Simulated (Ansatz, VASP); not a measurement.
**AgCl: VASP beside Ansatz**

INCAR

```
ALGO = Normal
EDIFF = 1E-6
ENCUT = 520
GGA = PE
ISIF = 2
ISMEAR = -1
LASPH = True
LCHARG = False
LREAL = False
LWAVE = False
NBANDS = 16
NELM = 80
PREC = Accurate
SIGMA = 0.05
```

File KPOINTS:

```
k-points
0
Gamma
  8 8 8
```

Contents of POSCAR:

```
AgCl
1.0
    0.0000000000      2.6980360093      2.6980360093
    2.6980360093      0.0000000000      2.6980360093
    2.6980360093      2.6980360093      0.0000000000
Ag Cl
1 1
Direct
    0.0000000000      0.0000000000      0.0000000000
    0.5000000000      0.5000000000      0.5000000000
```

Contents of input.yaml:

```yaml
crystal:
  lattice:
    - [0.0, 2.6980360093, 2.6980360093]
    - [2.6980360093, 0.0, 2.6980360093]
    - [2.6980360093, 2.6980360093, 0.0]
  atoms:
    - { symbol: Ag, position: [0.0, 0.0, 0.0] }
    - { symbol: Cl, position: [0.5, 0.5, 0.5] }
kpoints:
  mp_grid: { grid: [8, 8, 8] }
scf:
  occupations: { method: fermi_dirac, width: 0.05 }
hamiltonian:
  xc: pbe
  pseudopotentials: { kind: all_electron, lapw: { basis_error: 0.0005 } }
output:
  forces: true
  stress: true
  eigenvalues: true
```

Change from the starting cell: volume scaled by 0.96.

Alike in both runs: task single point; functional PBE; k mesh 8 × 8 × 8; occupations fermi-dirac, width 0.05 eV; no spin polarisation.

|  | VASP | Ansatz |
| --- | --- | --- |
| version | VASP 6.6.1 | Ansatz 0.2.0 |
| potentials or method | VASP PAW PBE potentials, release 64 (Ag, Cl), cutoff 520 eV | all-electron LAPW, scalar-relativistic |

```csv
,VASP,Ansatz,Ansatz less VASP
gap on the k mesh at the Fermi level (eV),0.90,0.91,+0.004
least direct gap on the mesh (eV),3.47,3.48,+0.004
pressure (GPa),6.5,6.7,+0.17
```

Ansatz ran all-electron here, and VASP with PAW potentials.
